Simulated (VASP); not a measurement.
# Fe (I4/mmm) in VASP: further runs, part 3 of 3

VASP 6.6.1. The steps go on from the part before.

## 6. Single point, PBE, collinear spin, ferromagnetic start (volume 11.049 Å^3 an atom, c/a of the conventional cell 0.8612)

INCAR

```
  ALGO = Normal
  EDIFF = 1E-6
  ENCUT = 520
  GGA = PE
  ISIF = 2
  ISMEAR = 0
  ISPIN = 2
  LASPH = True
  LCHARG = True
  LELF = True
  LMAXMIX = 4
  LORBIT = 11
  LREAL = False
  LVHAR = True
  LWAVE = False
  MAGMOM = 2.44
  NBANDS = 14
  NELM = 150
  PREC = Accurate
  SIGMA = 0.15
```

KPOINTS

```
k-points
0
Gamma
  12 12 12
```

POSCAR

```
Fe
1.0
   -1.4747542408      1.4747542408      1.2700583522
    1.4747542408     -1.4747542408      1.2700583522
    1.4747542408      1.4747542408     -1.2700583522
Fe
1
Direct
    0.0000000000      0.0000000000      0.0000000000
```

Potentials or basis: VASP PAW PBE potentials, release 64 (Fe).

The run is started by

```console
$ cat potpaw_PBE.64/Fe/POTCAR > POTCAR
$ mpirun -np 1 vasp_std > vasp.out
```

OUTCAR:

```text
EDIFF = 1E-6
   ENCUT = 520
   GGA = PE
   ISIF = 2
   ISMEAR = 0
   ISPIN = 2
   LASPH = True
   LORBIT = 11
   LREAL = False
   NELM = 150
   PREC = Accurate

 ion  position               nearest neighbor table
   1  0.000  0.000  0.000-

  LATTYP: Found a body centered tetragonal cell.
 ALAT       =     2.9495084816
 C/A-ratio  =     0.8612000000

  Lattice vectors:

 A1 = (  -1.4747542408,   1.4747542408,   1.2700583522)
 A2 = (   1.4747542408,  -1.4747542408,   1.2700583522)
 A3 = (   1.4747542408,   1.4747542408,  -1.2700583522)

Analysis of symmetry for initial positions (statically):
=====================================================================
 Subroutine PRICEL returns:
 Original cell was already a primitive cell.

 Routine SETGRP: Setting up the symmetry group for a
 body centered tetragonal supercell.

 Subroutine GETGRP returns: Found 16 space group operations
 (whereof 16 operations were pure point group operations)
 out of a pool of 16 trial point group operations.

The static configuration has the point symmetry D_4h.
[... 596 lines left out ...]
      1      -2.2832      1.00000
      2       4.9197      1.00000
      3       6.1952      0.46853
      4       6.1952      0.46839
      5       6.8888      0.00000
      6       8.2748      0.00000
      7      29.7888      0.00000
      8      29.7888      0.00000
      9      34.1334      0.00000
     10      35.9779      0.00000
     11      36.4580      0.00000
     12      38.3230      0.00000
     13      39.7043      0.00000
     14      39.7044      0.00000
[... 379 lines left out ...]
      3       5.1582      1.00000
      4       7.3411      0.00000
      5       7.8068      0.00000
      6       8.8191      0.00000
      7      20.6010      0.00000
      8      21.4720      0.00000
      9      27.8476      0.00000
     10      31.5029      0.00000
     11      39.5229      0.00000
     12      39.7598      0.00000
     13      44.1406      0.00000
     14      46.2513      0.00000

 [... further k-points ...]
[... 5 lines left out ...]
  --------------------------------------------------------------------------------------
  -------------------------------------------------------------------------------------
  Total       -0.0066157     -0.0066157      1.6669875      0.0000000     -0.0000000     -0.0000000
  in kB       -0.9593206     -0.9593206    241.7241049      0.0000000     -0.0000000     -0.0000000
  external PRESSURE =      79.9351546 kB  Pullay stress =       0.0000000 kB

 VOLUME and BASIS-vectors are now :
 -----------------------------------------------------------------------------
  energy-cutoff  :      520.00
  volume of cell :       11.05
      direct lattice vectors                 reciprocal lattice vectors
    -1.474754241  1.474754241  1.270058352     0.000000000  0.339039540  0.393682699
     1.474754241 -1.474754241  1.270058352     0.339039540  0.000000000  0.393682699
     1.474754241  1.474754241 -1.270058352     0.339039540  0.339039540  0.000000000

 POSITION                                       TOTAL-FORCE (eV/Angst)
 -----------------------------------------------------------------------------------
      0.00000      0.00000      0.00000         0.000000      0.000000      0.000000
 -----------------------------------------------------------------------------------
    total drift:                                0.000000      0.000000      0.000000

  FREE ENERGIE OF THE ION-ELECTRON SYSTEM (eV)
  ---------------------------------------------------
  free  energy   TOTEN  =        -8.1616289178 eV

  energy  without entropy=       -8.1491136769  energy(sigma->0) =       -8.15537130

 total charge

# of ion       s       p       d       tot
------------------------------------------
    1        0.505   0.567   6.265   7.337

 magnetization (x)

# of ion       s       p       d       tot
------------------------------------------
    1       -0.012  -0.044   2.216   2.160
```

OSZICAR:

```text
N       E                     dE             d eps       ncg     rms          rms(c)
DAV:   1     0.218992785415E+02    0.21899E+02   -0.38381E+03 10022   0.709E+02
DAV:   2    -0.825717178111E+01   -0.30156E+02   -0.27773E+02 10094   0.129E+02
DAV:   3    -0.918103301573E+01   -0.92386E+00   -0.91433E+00 11036   0.234E+01
DAV:   4    -0.918399685211E+01   -0.29638E-02   -0.29635E-02 10694   0.120E+00
DAV:   5    -0.918401060897E+01   -0.13757E-04   -0.13758E-04 11096   0.825E-02    0.116E+01
DAV:   6    -0.822933998576E+01    0.95467E+00   -0.10124E+01 11636   0.372E+01    0.518E+00
DAV:   7    -0.816582355453E+01    0.63516E-01   -0.63591E-01 11312   0.896E+00    0.305E+00
DAV:   8    -0.816603702591E+01   -0.21347E-03   -0.10183E-02 11254   0.629E-01    0.160E+00
DAV:   9    -0.816079056834E+01    0.52465E-02   -0.19106E-02 12372   0.949E-01    0.532E-01
DAV:  10    -0.816117632280E+01   -0.38575E-03   -0.35024E-04 10858   0.171E-01    0.354E-01
DAV:  11    -0.816159632663E+01   -0.42000E-03   -0.77450E-04 11448   0.236E-01    0.657E-02
DAV:  12    -0.816162818296E+01   -0.31856E-04   -0.46436E-05 11178   0.482E-02    0.107E-02
DAV:  13    -0.816162891778E+01   -0.73482E-06   -0.68603E-07  7620   0.632E-03
   1 F= -.81616289E+01 E0= -.81553713E+01  d E =-.125152E-01  mag=     2.1722
```

stdout:

```text
POSCAR found type information on POSCAR Fe
 POSCAR found :  1 types and       1 ions
 scaLAPACK will be used
 LDA part: xc-table for (Slater+PW92), standard interpolation
 POSCAR, INCAR and KPOINTS ok, starting setup
 FFT: planning ... GRIDC
 FFT: planning ... GRID_SOFT
 FFT: planning ... GRID
 WAVECAR not read
 entering main loop
```

It took 18 s on 1 thread of Intel Xeon 6975P-C (Granite Rapids), shared host; peak memory 0.15 GiB.

What came out:

```
Free energy                                           : -8.1616 eV
Pressure                                              : 8.0 GPa
Net moment                                            : 2.17 μB per cell
Site moments                                          : Fe +2.16 μB
Valence electrons inside the program's atomic spheres : Fe 7.34
```

Levels at points of the mesh, in eV from the Fermi level:
Spin up:
```tsv
k point	band 2	band 3	band 4	band 5	band 6	band 7	band 8	band 9
(0.00, 0.00, 0.00)	-2.93	-2.02	-2.02	-1.73	-0.84	23.68	23.68	28.07
(0.50, 0.00, 0.00)	-3.85	-1.28	-0.26	0.35	0.98	8.21	17.63	19.13
(0.50, 0.50, 0.00)	-2.74	-1.73	-1.29	-0.38	0.25	6.53	20.98	24.20
(0.50, 0.50, 0.50)	-4.91	0.01	0.01	0.33	8.17	8.17	14.31	14.37
```
Spin down:
| k point | band 1 | band 2 | band 3 | band 4 | band 5 | band 6 | band 7 |
| --- | --- | --- | --- | --- | --- | --- | --- |
| (0.00, 0.00, 0.00) | -8.47 | -1.27 | 0.01 | 0.01 | 0.70 | 2.09 | 23.60 |
| (0.50, 0.00, 0.00) | -3.82 | -2.24 | 1.16 | 1.45 | 2.32 | 2.48 | 9.57 |
| (0.50, 0.50, 0.00) | -3.94 | -0.85 | -0.25 | 0.49 | 1.58 | 2.53 | 7.91 |
| (0.50, 0.50, 0.50) | -3.42 | -3.16 | 2.26 | 2.26 | 2.33 | 8.47 | 8.47 |

## 7. The runs side by side

```csv
cell,gap on the mesh (eV),pressure (GPa),moment (μB)
"a = 2.419 Å, angles 105.7, 105.7, 117.3°, 1 atom",none,13.7,2.10
"a = 2.420 Å, angles 113.7, 113.7, 101.2°, 1 atom",none,14.1,2.14
"a = 2.411 Å, angles 111.6, 111.6, 105.4°, 1 atom",none,11.9,2.09
"a = 2.436 Å, angles 116.0, 116.0, 97.0°, 1 atom",none,14.5,2.10
"a = 2.442 Å, angles 105.7, 105.7, 117.3°, 1 atom",none,8.0,2.17
```

Alike in all rows: task single point; level PBE; potentials or basis VASP PAW PBE potentials, release 64 (Fe); spin collinear, ferromagnetic start; k mesh 12 × 12 × 12; cutoff (eV) 520; smearing gaussian 0.15 eV.

Absolute energies hang on the potentials; compare differences alone.
